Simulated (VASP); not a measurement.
# KI in VASP: a series of runs, part 2 of 3

VASP 6.6.1.

### 3 Electric field gradients, PBE (atom 1 (K) moved by [0.12, 0.0, 0.0] A)

The input, INCAR:

```
SYSTEM = KI
ALGO = Normal
EDIFF = 1E-8
ENCUT = 520
GGA = PE
ISIF = 2
ISMEAR = -1
LASPH = .True.
LCHARG = .False.
LEFG = .True.
LREAL = .False.
LWAVE = .False.
NBANDS = 15
NELM = 80
PREC = Accurate
SIGMA = 0.01
```

The input, KPOINTS:

```
k-points
0
Gamma
  8 8 8
  0 0 0
```

The input, POSCAR:

```
KI
1.0
    0.0000000000      3.5245500000      3.5245500000
    3.5245500000      0.0000000000      3.5245500000
    3.5245500000      3.5245500000      0.0000000000
K I
1 1
Direct
   -0.0170234498      0.0170234498      0.0170234498
    0.5000000000      0.5000000000      0.5000000000
```

Potentials or basis: VASP PAW PBE potentials, release 64 (K_sv, I).

The run is started by

```sh
$ cat potpaw_PBE.64/K_sv/POTCAR potpaw_PBE.64/I/POTCAR > POTCAR
$ mpirun -np 1 vasp_std > vasp.out
```

OUTCAR:

```text
SYSTEM = KI
   EDIFF = 1E-8
   ENCUT = 520
   GGA = PE
   ISIF = 2
   ISMEAR = -1
   LASPH = .True.
   LREAL = .False.
   NELM = 80
   PREC = Accurate

 ion  position               nearest neighbor table
   1  0.983  0.017  0.017-   2 3.40   2 3.53   2 3.53   2 3.53   2 3.53   2 3.64
   2  0.500  0.500  0.500-   1 3.40   1 3.53   1 3.53   1 3.53   1 3.53   1 3.64

  LATTYP: Found a face centered cubic cell.
 ALAT       =     7.0491000000

  Lattice vectors:

 A1 = (   0.0000000000,   3.5245500000,   3.5245500000)
 A2 = (   3.5245500000,   0.0000000000,   3.5245500000)
 A3 = (   3.5245500000,   3.5245500000,   0.0000000000)

Analysis of symmetry for initial positions (statically):
=====================================================================
 Subroutine PRICEL returns:
 Original cell was already a primitive cell.

 Routine SETGRP: Setting up the symmetry group for a
 face centered cubic supercell.

 Subroutine GETGRP returns: Found  8 space group operations
 (whereof  8 operations were pure point group operations)
 out of a pool of 48 trial point group operations.

The static configuration has the point symmetry C_4v.

Analysis of symmetry for dynamics (positions and initial velocities):
=====================================================================
 Subroutine PRICEL returns:
 Original cell was already a primitive cell.

 Routine SETGRP: Setting up the symmetry group for a
 face centered cubic supercell.

 Subroutine GETGRP returns: Found  8 space group operations
 (whereof  8 operations were pure point group operations)
 out of a pool of 48 trial point group operations.

The dynamic configuration has the point symmetry C_4v.

 Subroutine INISYM returns: Found  8 space group operations
 (whereof  8 operations are pure point group operations),
 and found     1 'primitive' translations

----------------------------------------------------------------------------------------

                                     Primitive cell

  volume of cell :      87.5671

  direct lattice vectors                    reciprocal lattice vectors
     0.000000000  3.524550000  3.524550000    -0.141862082  0.141862082  0.141862082
     3.524550000  0.000000000  3.524550000     0.141862082 -0.141862082  0.141862082
     3.524550000  3.524550000  0.000000000     0.141862082  0.141862082 -0.141862082

  length of vectors
     4.984466411  4.984466411  4.984466411     0.245712333  0.245712333  0.245712333

  position of ions in fractional coordinates (direct lattice)
     0.982976550  0.017023450  0.017023450
     0.500000000  0.500000000  0.500000000

  ion indices of the primitive-cell ions
   primitive index   ion index
                 1           1
                 2           2

----------------------------------------------------------------------------------------

 KPOINTS: k-points

Automatic generation of k-mesh.
 Grid dimensions read from file:
 generate k-points for:    8    8    8

[... 80 lines left out ...]
   IALGO  =     38    algorithm
   IMIX   =      4    mixing-type and parameters
     AMIX     =   0.40;   BMIX     =  1.00
     AMIX_MAG =   1.60;   BMIX_MAG =  1.00
  volume/ion in A,a.u.               =      43.78       295.47
  Fermi-wavevector in a.u.,A,eV,Ry     =   0.928969  1.755497 11.741598  0.862983
  Thomas-Fermi vector in A             =   2.055202
   LORBIT       =      0    0 simple, 1 ext, 2 COOP (PROOUT), +10 PAW based schemes
   GGA     = PE    functional components
   LHFCALC =     F    Hartree Fock is set to
   AEXX    =    0.0000 exact exchange contribution
   IVDW    =     0    specifies the selected vdW correction
   LEPSILON=     F    determine dielectric tensor
   LRPA    =     F    only Hartree local field effects (RPA)
 non-spin polarized calculation
  energy-cutoff  :      520.00
  volume of cell :       87.57
 maximum number of plane-waves:      2397
 NGX is ok and might be reduce to    40
   NGX = 19   NGY = 19   NGZ = 19

 number of electron      16.0000000 magnetization

 Free energy of the ion-electron system (eV)
  ---------------------------------------------------
  ext. energy  EPLUGINS =         0.00000000
  ---------------------------------------------------
  free energy    TOTEN  =        -5.54553911 eV

  energy without entropy =       -5.54553911  energy(sigma->0) =       -5.54553911

 E-fermi :  -0.0956     XC(G=0):  -7.2032

 val. band max:       -0.3828082445   @ k =   0.0000   0.0000   0.0000
 cond. band min:       3.6001626518   @ k =   0.0000   0.0000   0.0000
 fundamental gap:      3.9829708962
 Fermi energy:        -0.0955768015

 k-point     1 :       0.0000    0.0000    0.0000
  band No.  band energies     occupation
      1     -28.8658      2.00000
      2     -12.3585      2.00000
      3     -12.3545      2.00000
      4     -12.3545      2.00000
      5     -10.8906      2.00000
      6      -0.3838      2.00000
      7      -0.3828      2.00000
      8      -0.3828      2.00000
      9       3.6002      0.00000
     10       6.1216      0.00000
     11       6.1242      0.00000
     12       6.1242      0.00000
     13       6.8408      0.00000
     14       6.8612      0.00000
[... 401 lines left out ...]
      2     -12.4505      2.00000
      3     -12.3748      2.00000
      4     -12.3663      2.00000
      5     -10.6713      2.00000
      6      -1.4221      2.00000
      7      -0.9292      2.00000
      8      -0.7362      2.00000
      9       5.2836      0.00000
     10       6.3475      0.00000
     11       6.9627      0.00000
     12       7.8919      0.00000
     13       8.3746      0.00000
     14       8.7180      0.00000
     15       9.4035      0.00000

 [... further k-points ...]

------------------------ aborting loop because EDIFF is reached ----------------------------------------

  FORCE on cell =-STRESS in cart. coord.  units (eV):
  Direction    XX          YY          ZZ          XY          YZ          ZX
  --------------------------------------------------------------------------------------
  -------------------------------------------------------------------------------------
  Total        0.5023126      0.3779659      0.3779659     -0.0000000      0.0000000      0.0000000
  in kB        9.1905951      6.9154777      6.9154777     -0.0000000      0.0000000      0.0000000
  external PRESSURE =       7.6738502 kB  Pullay stress =       0.0000000 kB

 VOLUME and BASIS-vectors are now :
 -----------------------------------------------------------------------------
  energy-cutoff  :      520.00
  volume of cell :       87.57
      direct lattice vectors                 reciprocal lattice vectors
     0.000000000  3.524550000  3.524550000    -0.141862082  0.141862082  0.141862082
     3.524550000  0.000000000  3.524550000     0.141862082 -0.141862082  0.141862082
     3.524550000  3.524550000  0.000000000     0.141862082  0.141862082 -0.141862082

 POSITION                                       TOTAL-FORCE (eV/Angst)
 -----------------------------------------------------------------------------------
      0.12000      3.52455      3.52455        -0.140517      0.000000      0.000000
      3.52455      3.52455      3.52455         0.140517      0.000000      0.000000
 -----------------------------------------------------------------------------------
    total drift:                                0.000068      0.000000      0.000000

  FREE ENERGIE OF THE ION-ELECTRON SYSTEM (eV)
  ---------------------------------------------------
  free  energy   TOTEN  =        -5.5455391144 eV

  energy  without entropy=       -5.5455391144  energy(sigma->0) =       -5.54553911

 Electric field gradients (V/A^2)
---------------------------------------------------------------------
 ion       V_xx      V_yy      V_zz      V_xy      V_xz      V_yz
---------------------------------------------------------------------
   1      -0.664     0.332     0.332    -0.000    -0.000    -0.000
   2      -2.629     1.314     1.314    -0.000    -0.000    -0.000
---------------------------------------------------------------------

 Electric field gradients after diagonalization (V/A^2)
 (convention: |V_zz| > |V_xx| > |V_yy|)
----------------------------------------------------------------------
 ion       V_xx      V_yy      V_zz     asymmetry (V_yy - V_xx)/ V_zz
----------------------------------------------------------------------
   1       0.332     0.332    -0.664       0.001
   2       1.314     1.314    -2.629       0.000
----------------------------------------------------------------------

           NMR quadrupolar parameters

 Cq : quadrupolar parameter    Cq=e*Q*V_zz/h
 eta: asymmetry parameters     (V_yy - V_xx)/ V_zz
 Q  : nuclear electric quadrupole moment in mb (millibarn)
----------------------------------------------------------------------
 ion       Cq(MHz)       eta       Q (mb)
----------------------------------------------------------------------
   1      -0.002       0.001       1.000
   2      -0.006       0.000       1.000
----------------------------------------------------------------------
```

It took 4 min on 1 thread of Intel Xeon 8259CL, shared host; peak memory 0.28 GiB.

What came out:

```
Free energy                             : -5.5455 eV
Pressure                                : 0.8 GPa
Largest force                           : 0.141 eV/Å
Band gap on the k mesh                  : 3.98 eV
Largest electric field gradient by atom : K -0.7; I -2.6 V/Å²
```

Forces in eV/Å, atoms in the order of the input:
```
K   -0.141  0.000  0.000
I    0.141  0.000  0.000
```

Electric field gradients, principal values (V/Å²):
| atom | least | middle | greatest (by size) |
| --- | --- | --- | --- |
| 1 K | 0.332 | 0.332 | -0.664 |
| 2 I | 1.314 | 1.314 | -2.629 |

Caveat: the cell differs from its parent crystal (atom 1 (K) moved by [0.12, 0.0, 0.0] A); without QUAD_EFG the Cq values of the log hold for a quadrupole moment of 1 mb, not for the nuclei; spin-orbit coupling is left out, which moves the levels of the heavy elements.

(Continued in part 3 of 3.)
